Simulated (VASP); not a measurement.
Write the native input for VASP 6.6.1 that does the following.

| Quantity | Value |
| --- | --- |
| Task | single point |
| Functional | PBEsol |
| Potentials or basis | VASP PAW PBE potentials, release 64 (Sr_sv, Cl) |
| Cutoff | 520 eV |
| k mesh | 6 × 6 × 6 |
| Occupations | gaussian, width 0.01 eV |
| Spin | no spin polarisation |
| Dipole correction | no |
| Further INCAR settings | ALGO = Normal; EDIFF = 1e-06; NBANDS = 19 |

The structure of SrCl2 lies in POSCAR:

```
SrCl2
1.0
    0.0000000000      3.4380443773      3.4380443773
    3.4380443773      0.0000000000      3.4380443773
    3.4380443773      3.4380443773      0.0000000000
Sr Cl
1 2
Direct
    0.0000000000      0.0000000000      0.0000000000
    0.2500000000      0.2500000000      0.2500000000
    0.7500000000      0.7500000000      0.7500000000
```

One way to write it, as run:

INCAR

```
SYSTEM = SrCl2
PREC = Accurate
ENCUT = 520
EDIFF = 1E-6
ISMEAR = 0
SIGMA = 0.01
LREAL = .FALSE.
LASPH = .TRUE.
NELM = 100
ALGO = Normal
ISIF = 2
LWAVE = .FALSE.
LCHARG = .FALSE.
GGA = PS
NBANDS = 19
```

KPOINTS

```
regular mesh
0
G
  6 6 6
  0 0 0
```

Potentials or basis: VASP PAW PBE potentials, release 64 (Sr_sv, Cl).

Launch:

```console
$ cat potpaw_PBE.64/Sr_sv/POTCAR potpaw_PBE.64/Cl/POTCAR > POTCAR
$ mpirun -np 1 vasp_std > vasp.out
```

Results of the run:

```
Pressure               : 0.7 GPa
Band gap on the k mesh : 5.29 eV (least direct gap 5.33 eV)
```

Caveat: the PAW data sets were made with another functional, which shifts forces and pressure a little.

Run time: 11 s on 1 thread of Intel(R) Xeon(R) 6975P-C (Granite Rapids) (shared host), peak memory 0.2 GiB.
